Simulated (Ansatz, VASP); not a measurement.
**One calculation of LiNbO3, two programs**

```
Li Nb O
1.0
     2.59834    1.50015    4.64683
    -2.59834    1.50015    4.64683
     0.00000   -3.00030    4.64683
Li Nb O
2 2 6
Cartesian
  0.0000 0.0000 4.1993
  0.0000 0.0000 11.1695
  0.0000 0.0000 0.2834
  0.0000 0.0000 7.2537
  -0.6430 -1.4602 5.8069
  1.5861 0.1733 5.8069
  -0.9431 1.2869 5.8069
  -1.6553 -0.2132 8.1303
  0.6430 1.5401 8.1303
  1.0123 -1.3269 8.1303
```

Alike in both runs: functional PBE; k mesh 4 × 4 × 4; no spin polarisation.

Ansatz relaxed the structure, and its values are those at the end. VASP's run is a single point on that final structure, the one shown.

|  | VASP | Ansatz |
| --- | --- | --- |
| version | VASP 6.6.1 | Ansatz 0.2.0 |
| potentials or method | VASP PAW PBE potentials, release 64 (Li_sv, Nb_sv, O) | scalar-relativistic, plane waves, PAW |
| plane-wave cutoff (eV) | 520 | 420 |
| occupations | gaussian, width 0.01 eV | fixed |
| valence electrons in the cell | 68 | 68 |

VASP gave:

* gap on the k mesh at the Fermi level (eV): 3.55
* least direct gap on the mesh (eV): 3.58
* rms of the force components (eV/Å): 0.008

Task: What did Ansatz give for the same quantities?

Result: gap on the k mesh at the Fermi level (eV): 3.57; least direct gap on the mesh (eV): 3.59; rms of the force components (eV/Å): 0.000.

Noted on VASP's run: the cutoff is short for stress, so the pressure is rough.
